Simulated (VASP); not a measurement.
# Pt (I4/mmm) in VASP: further runs, part 2 of 2

VASP 6.6.1. Earlier steps stand in the parts before.

**3. Single point, LDA (normal strain along x -0.0825, normal strain along z +0.0000)**

The input, INCAR:

```
SYSTEM = Pt
PREC = Accurate
ENCUT = 520
EDIFF = 1E-7
ISMEAR = 0
SIGMA = 0.15
LREAL = .False.
LASPH = .True.
NELM = 100
ALGO = Normal
ISIF = 2
LWAVE = .False.
LCHARG = .False.
NBANDS = 11
```

The input, KPOINTS:

```
Automatic mesh
0
Gamma
  20 20 20
  0 0 0
```

The input, POSCAR:

```
Pt
1.0
    0.0000000000      1.9468328700      1.9468328700
    1.7862191582      0.0000000000      1.9468328700
    1.7862191582      1.9468328700      0.0000000000
Pt
1
Direct
    0.0000000000      0.0000000000      0.0000000000
```

Potentials or basis: VASP PAW LDA potentials, release 64 (Pt).

Launch:

```console
> cat potpaw_LDA.64/Pt/POTCAR > POTCAR
> mpirun -np 1 vasp_std > vasp.out
```

OUTCAR:

```text
SYSTEM = Pt
   PREC = Accurate
   ENCUT = 520
   EDIFF = 1E-7
   ISMEAR = 0
   LREAL = .False.
   LASPH = .True.
   NELM = 100
   ISIF = 2

 ion  position               nearest neighbor table
   1  0.000  0.000  0.000-

  LATTYP: Found a body centered tetragonal cell.
 ALAT       =     2.7532374484
 C/A-ratio  =     1.2975409435

  Lattice vectors:

 A1 = (  -1.7862191582,   0.0000000000,  -1.9468328700)
 A2 = (  -1.7862191582,   0.0000000000,   1.9468328700)
 A3 = (   1.7862191582,   1.9468328700,   0.0000000000)

Analysis of symmetry for initial positions (statically):
=====================================================================
 Subroutine PRICEL returns:
 Original cell was already a primitive cell.

 Routine SETGRP: Setting up the symmetry group for a
 body centered tetragonal supercell.

 Subroutine GETGRP returns: Found 16 space group operations
 (whereof 16 operations were pure point group operations)
 out of a pool of 16 trial point group operations.

The static configuration has the point symmetry D_4h.

Analysis of symmetry for dynamics (positions and initial velocities):
=====================================================================
[... 167 lines left out ...]
      3       8.5164      2.00000
      4       9.6225      2.00000
      5      10.7229      2.00000
      6      12.0393      2.00000
      7      27.7355      0.00000
      8      32.2586      0.00000
      9      32.2586      0.00000
     10      35.1260      0.00000
     11      39.2482      0.00000
[... 309 lines left out ...]
 k-point    24 :      -0.3500    0.0500    0.0000
  band No.  band energies     occupation
      1       4.9007      2.00000
      2       8.3733      2.00000
      3       9.5990      2.00000
      4       9.9705      2.00000
      5      12.3756      2.00000
      6      13.3204      1.17171
      7      23.2976      0.00000
      8      28.2279      0.00000
      9      33.5228      0.00000
     10      36.0517      0.00000
     11      39.2148      0.00000

 [... further k-points ...]

------------------------ aborting loop because EDIFF is reached ----------------------------------------

  FORCE on cell =-STRESS in cart. coord.  units (eV):
  Direction    XX          YY          ZZ          XY          YZ          ZX
  --------------------------------------------------------------------------------------
  -------------------------------------------------------------------------------------
  Total        3.4708907      2.7443009      2.7443009      0.0000000      0.0000000     -0.0000000
  in kB      410.7044835    324.7283657    324.7283657      0.0000000      0.0000000     -0.0000000
  external PRESSURE =     353.3870716 kB  Pullay stress =       0.0000000 kB

 VOLUME and BASIS-vectors are now :
 -----------------------------------------------------------------------------
  energy-cutoff  :      520.00
  volume of cell :       13.54
      direct lattice vectors                 reciprocal lattice vectors
     0.000000000  1.946832870  1.946832870    -0.279920858  0.256827388  0.256827388
     1.786219158  0.000000000  1.946832870     0.279920858 -0.256827388  0.256827388
     1.786219158  1.946832870  0.000000000     0.279920858  0.256827388 -0.256827388

 POSITION                                       TOTAL-FORCE (eV/Angst)
 -----------------------------------------------------------------------------------
      0.00000      0.00000      0.00000         0.000000      0.000000     -0.000000
 -----------------------------------------------------------------------------------
    total drift:                               -0.000000     -0.000000     -0.000000

  FREE ENERGIE OF THE ION-ELECTRON SYSTEM (eV)
  ---------------------------------------------------
  free  energy   TOTEN  =        -7.3668627349 eV

  energy  without entropy=       -7.3509087979  energy(sigma->0) =       -7.35888577
```

OSZICAR:

```text
N       E                     dE             d eps       ncg     rms          rms(c)
DAV:   1     0.403927461661E+02    0.40393E+02   -0.54333E+03 14332   0.854E+02
DAV:   2    -0.715632861857E+01   -0.47549E+02   -0.45678E+02 16244   0.184E+02
DAV:   3    -0.777415125351E+01   -0.61782E+00   -0.61426E+00 16501   0.199E+01
DAV:   4    -0.777640592028E+01   -0.22547E-02   -0.22545E-02 16405   0.141E+00
DAV:   5    -0.777642155906E+01   -0.15639E-04   -0.15639E-04 16640   0.107E-01    0.182E+01
DAV:   6    -0.742999014343E+01    0.34643E+00   -0.64593E-01 15380   0.656E+00    0.955E+00
DAV:   7    -0.737215698825E+01    0.57833E-01   -0.17009E-01 16307   0.323E+00    0.264E+00
DAV:   8    -0.736698425890E+01    0.51727E-02   -0.88195E-03 15362   0.895E-01    0.524E-01
DAV:   9    -0.736685845516E+01    0.12580E-03   -0.90691E-05 16361   0.936E-02    0.115E-02
DAV:  10    -0.736686270970E+01   -0.42545E-05   -0.24884E-06 17241   0.107E-02    0.388E-03
DAV:  11    -0.736686273493E+01   -0.25222E-07   -0.41746E-08 14569   0.189E-03
   1 F= -.73668627E+01 E0= -.73588858E+01  d E =-.159539E-01
```

Wall time 50 s (1 thread of AMD EPYC 7R13 (Zen 3), shared host); peak memory 0.17 GiB.

What came out:

```
Free energy            : -7.3669 eV
Pressure               : 35.3 GPa
Band gap on the k mesh : zero (bands 5 and 6 overlap by 3.17 eV)
```

Levels at points of the mesh, in eV from the Fermi level:
```
           k point  band 2  band 3  band 4  band 5  band 6  band 7  band 8  band 9
(0.00, 0.00, 0.00)   -4.83   -4.83   -3.72   -2.62   -1.30   14.39   18.92   18.92
(0.50, 0.00, 0.00)   -5.17   -3.96   -0.87   -0.22    0.43    6.83   13.74   18.90
(0.50, 0.50, 0.00)   -7.77   -0.01    0.16    1.02    1.04    9.41   11.84   12.77
(0.00, 0.50, 0.50)   -7.88    0.06    0.67    0.67    2.90   10.66   10.66   11.82
```

Caveat: the cell differs from its parent crystal (normal strain along x -0.0825, normal strain along z +0.0000); the cell stands under pressure; spin-orbit coupling is left out, which moves the levels of the heavy elements.

**4. Single point, LDA (normal strain along x +0.0000, normal strain along z -0.0700)**

The input, INCAR:

```
PREC = Accurate
ENCUT = 520
EDIFF = 1E-7
ISMEAR = 0
SIGMA = 0.15
LREAL = F
LASPH = T
NELM = 100
ALGO = Normal
ISIF = 2
LWAVE = F
LCHARG = F
GGA = CA
NBANDS = 11
```

The input, KPOINTS:

```
Automatic mesh
0
Gamma
  20 20 20
```

The input, POSCAR:

```
Pt
1.0
    0.0000000000      1.9468328700      1.8105545691
    1.9468328700      0.0000000000      1.8105545691
    1.9468328700      1.9468328700      0.0000000000
Pt
1
Direct
    0.0000000000      0.0000000000      0.0000000000
```

Launch:

```console
> cat potpaw_LDA.64/Pt/POTCAR > POTCAR
> mpirun -np 1 vasp_std > vasp.out
```

It took 49 s on 1 thread of AMD EPYC 7R13 (Zen 3), shared host; peak memory 0.17 GiB.

Results (log left out):

```yaml
Free_energy: -7.4101 eV
Pressure: 28.8 GPa
Band_gap_on_the_k_mesh: zero (bands 5 and 6 overlap by 2.97 eV)
```

Stress tensor (GPa, compression positive):
```
26.37  0.00  0.00
 0.00 26.37  0.00
 0.00  0.00 33.77
```

Levels at points of the mesh, in eV from the Fermi level:
| k point | band 2 | band 3 | band 4 | band 5 | band 6 | band 7 | band 8 | band 9 |
| --- | --- | --- | --- | --- | --- | --- | --- | --- |
| (0.00, 0.00, 0.00) | -4.70 | -4.70 | -3.77 | -2.47 | -1.36 | 14.40 | 19.03 | 19.03 |
| (0.50, 0.00, 0.00) | -4.98 | -3.99 | -0.84 | -0.18 | 0.35 | 6.67 | 13.81 | 18.91 |
| (0.50, 0.50, 0.00) | -7.72 | 0.04 | 0.64 | 0.64 | 2.68 | 10.77 | 10.77 | 11.36 |
| (0.50, 0.00, 0.50) | -7.65 | 0.01 | 0.21 | 0.95 | 1.12 | 9.34 | 11.77 | 12.52 |

Caveat: the cell differs from its parent crystal (normal strain along x +0.0000, normal strain along z -0.0700); the cell stands under pressure; spin-orbit coupling is left out, which moves the levels of the heavy elements.

**5. Single point, LDA (normal strain along x -0.0550, normal strain along z +0.0000)**

The input, INCAR:

```
SYSTEM = Pt
PREC = Accurate
ENCUT = 520
EDIFF = 1E-7
ISMEAR = 0
SIGMA = 0.15
LREAL = .False.
LASPH = .True.
NELM = 60
ALGO = Normal
ISIF = 2
LWAVE = .False.
LCHARG = .False.
NBANDS = 11
```

The input, KPOINTS:

```
regular mesh
0
Gamma
  20 20 20
  0 0 0
```

The input, POSCAR:

```
Pt
1.0
    0.0000000000      1.9468328700      1.9468328700
    1.8397570622      0.0000000000      1.9468328700
    1.8397570622      1.9468328700      0.0000000000
Pt
1
Direct
    0.0000000000      0.0000000000      0.0000000000
```

Launch:

```console
> cat potpaw_LDA.64/Pt/POTCAR > POTCAR
> mpirun -np 1 vasp_std > vasp.out
```

Wall time 51 s (1 thread of AMD EPYC 7R13 (Zen 3), shared host); peak memory 0.17 GiB.

The run converged. Its results:

```
Free energy            : -7.4512 eV
Pressure               : 21.7 GPa
Band gap on the k mesh : zero (bands 5 and 6 overlap by 2.84 eV)
```

Stress tensor (GPa, compression positive):
```
25.62  0.00  0.00
 0.00 19.73  0.00
 0.00  0.00 19.73
```

Levels at points of the mesh, in eV from the Fermi level:
```tsv
k point	band 3	band 4	band 5	band 6	band 7	band 8
(0.00, 0.00, 0.00)	-4.54	-3.83	-2.29	-1.43	14.41	19.17
(0.50, 0.00, 0.00)	-4.01	-0.79	-0.13	0.27	6.50	13.89
(0.50, 0.50, 0.00)	0.02	0.27	0.85	1.25	9.28	11.69
(0.00, 0.50, 0.50)	0.03	0.61	0.61	2.44	10.83	10.90
```

Caveat: the cell differs from its parent crystal (normal strain along x -0.0550, normal strain along z +0.0000); the cell stands under pressure; spin-orbit coupling is left out, which moves the levels of the heavy elements.

**6. Summary**

| cell | gap on the mesh (eV) | pressure (GPa) |
| --- | --- | --- |
| a = 2.753, b = 2.606, c = 2.606 Å, angles 63.8, 58.1, 58.1°, 1 atom | none | 51.6 |
| a = 2.753, b = 2.642, c = 2.642 Å, angles 62.8, 58.6, 58.6°, 1 atom | none | 35.3 |
| a = 2.659, b = 2.659, c = 2.753 Å, angles 58.8, 58.8, 62.4°, 1 atom | none | 28.8 |
| a = 2.753, b = 2.679, c = 2.679 Å, angles 61.9, 59.1, 59.1°, 1 atom | none | 21.7 |

Alike in all rows: task single point; level LDA; potentials or basis VASP PAW LDA potentials, release 64 (Pt); no spin polarisation; k mesh 20 × 20 × 20; cutoff (eV) 520; smearing gaussian 0.15 eV.

Caveats: the cell stands under pressure; spin-orbit coupling is left out, which moves the levels of the heavy elements.

Absolute energies hang on the potentials; compare differences alone.
